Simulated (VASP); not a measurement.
Crystal: Be5Te2.

```
Be Te
1.0
     1.95000    1.12583    7.66667
    -1.95000    1.12583    7.66667
     0.00000   -2.25167    7.66667
Be Te
5 2
Cartesian
  0.0000 0.0000 7.6590
  0.0000 0.0000 15.3410
  0.0000 0.0000 11.5000
  0.0000 0.0000 18.7220
  0.0000 0.0000 4.2780
  0.0000 0.0000 1.7250
  0.0000 0.0000 21.2750
```

| Property | Result |
| --- | --- |
| Program | VASP 6.6.1 |
| Task | relaxation of cell and atoms |
| Functional | PBE |
| Potentials or basis | VASP PAW PBE potentials, release 64 (Be, Te) |
| Cutoff | 600 eV |
| k mesh | 5 × 5 × 5 |
| Occupations | gaussian, width 0.2 eV |
| Spin | no spin polarisation |

At the start: pressure 1.4 GPa; volume 14.43 Å³/atom.

Task: How do energy, volume and symmetry change on relaxing?

Result: Over 32 steps the energy falls by 315.8 meV/atom and the volume is 17.77 Å³/atom (+23.1 %); space group R-3m (No. 166, to 0.05 Å).

The path:
```tsv
step	energy change (eV)	largest force (eV/Å)	pressure (GPa)	volume (Å³)
1	0.0000	0.6603	1.38	100.99
2	-0.3179	0.7414	0.42	102.72
3	-0.6739	0.6930	-0.90	106.97
4	-0.6773	0.7061	-0.92	106.55
5	-0.7670	0.6432	0.57	105.08
6	-0.8562	0.4721	4.49	101.82
7	-0.8926	0.4571	4.27	102.31
8	-0.9938	0.4352	3.62	103.79
9	-1.1487	0.4173	2.20	106.78
10	-1.0581	0.9507	-0.14	112.93
11	-1.1951	0.4872	1.37	108.63
12	-1.1986	0.5080	1.07	109.34
13	-1.2242	0.5419	0.38	110.25
14	-1.2690	0.6279	-1.52	113.03
15	-1.2931	0.6610	-1.42	112.80
16	-1.3690	0.7423	-1.14	112.13
17	-1.5270	0.8135	-0.46	110.79
18	-1.7577	0.5350	1.87	108.15
19	-1.2923	0.7888	11.34	102.97
20	-1.7776	0.4951	2.94	107.31
21	-1.8154	0.5355	2.78	108.19
22	-1.8834	0.6407	2.52	110.87
23	-1.8773	0.7948	2.60	116.36
24	-1.8965	0.7336	2.56	113.86
25	-1.9702	0.6996	0.91	117.23
26	-2.0298	0.6043	-1.82	123.93
27	-2.0934	0.5153	-1.45	124.54
28	-2.1757	0.2850	-0.63	125.88
29	-2.1820	0.1928	-0.32	126.36
30	-2.1958	0.1439	-0.28	125.87
31	-2.2091	0.1027	-0.12	124.76
32	-2.2106	0.0664	0.04	124.36
```

Final structure:
```
CELL_PARAMETERS angstrom
1.92886 1.11363 9.64910
-1.92886 1.11363 9.64910
0.00000 -2.22726 9.64910
ATOMIC_POSITIONS crystal
Be 0.29163 0.29163 0.29163
Be 0.70837 0.70837 0.70837
Be 0.50000 0.50000 0.50000
Be 0.84100 0.84100 0.84100
Be 0.15900 0.15900 0.15900
Te 0.06834 0.06834 0.06834
Te 0.93166 0.93166 0.93166
```

Caveat: the k points lie up to 0.38 Å⁻¹ apart in the final cell; the volume moved by over 15 % at a fixed basis, so the end points are rough; the relaxation stopped at a loose force limit of 0.08 eV/Å, so its end isn't a converged minimum.
